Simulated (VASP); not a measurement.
Write the native input for VASP 6.6.1 that does the following.

| Quantity | Value |
| --- | --- |
| Task | single point |
| Functional | r2SCAN |
| Potentials or basis | VASP PAW PBE potentials, release 64 (Co_sv, Si) |
| Cutoff | 760 eV |
| k mesh | 16 × 16 × 14 |
| Occupations | gaussian, width 0.1 eV |
| Spin | no spin polarisation |
| Dipole correction | no |
| Further INCAR settings | ALGO = Normal; EDIFF = 1e-06; NBANDS = 18 |

Crystal: CoSi.

```
CELL_PARAMETERS angstrom
2.61682 0.00000 0.00000
0.00000 2.61682 0.00000
0.00000 0.00000 3.13582
ATOMIC_POSITIONS crystal
Co 0.00000 0.00000 0.00000
Si 0.50000 0.50000 0.50000
```

These files were run (other wordings do the same):

POSCAR

```
CoSi
1.0
    2.6168231338      0.0000000000      0.0000000000
    0.0000000000      2.6168231338      0.0000000000
    0.0000000000      0.0000000000      3.1358237220
Co Si
1 1
Direct
    0.0000000000      0.0000000000      0.0000000000
    0.5000000000      0.5000000000      0.5000000000
```

INCAR.step1

```
ALGO = Normal
EDIFF = 1E-5
ENCUT = 760
GGA = PE
GGA_COMPAT = False
ISMEAR = 0
LASPH = True
LCHARG = False
LREAL = False
LWAVE = True
NBANDS = 18
NELM = 120
PREC = Accurate
SIGMA = 0.1
```

INCAR.step2

```
ALGO = Normal
EDIFF = 1E-6
ENCUT = 760
GGA_COMPAT = False
ISIF = 2
ISMEAR = 0
ISTART = 1
LASPH = True
LCHARG = True
LELF = True
LMIXTAU = True
LREAL = False
LVHAR = True
LWAVE = False
METAGGA = R2SCAN
NBANDS = 18
NELM = 120
PREC = Accurate
SIGMA = 0.1
```

KPOINTS

```
k-points
0
Gamma
  16 16 14
```

Potentials or basis: VASP PAW PBE potentials, release 64 (Co_sv, Si).

Launch:

```bash
$ cat potpaw_PBE.64/Co_sv/POTCAR potpaw_PBE.64/Si/POTCAR > POTCAR
$ cp INCAR.step1 INCAR
$ mpirun -np 1 vasp_std > vasp.out
$ cp INCAR.step2 INCAR
$ mpirun -np 1 vasp_std > vasp.out
```

It gave:

```
Pressure               : -9.0 GPa
Band gap on the k mesh : zero (an odd number of electrons rules out a gap without spin polarisation)
```

Caveat: the cell stands under tension; the PAW data sets were made with another functional, which shifts forces and pressure a little; an odd number of electrons without spin polarisation forces a metal; a magnetic or distorted state may lie lower.

Wall time 3.5 min on 1 thread of Intel(R) Xeon(R) 6975P-C (Granite Rapids), on a shared host, peak memory 0.34 GiB.
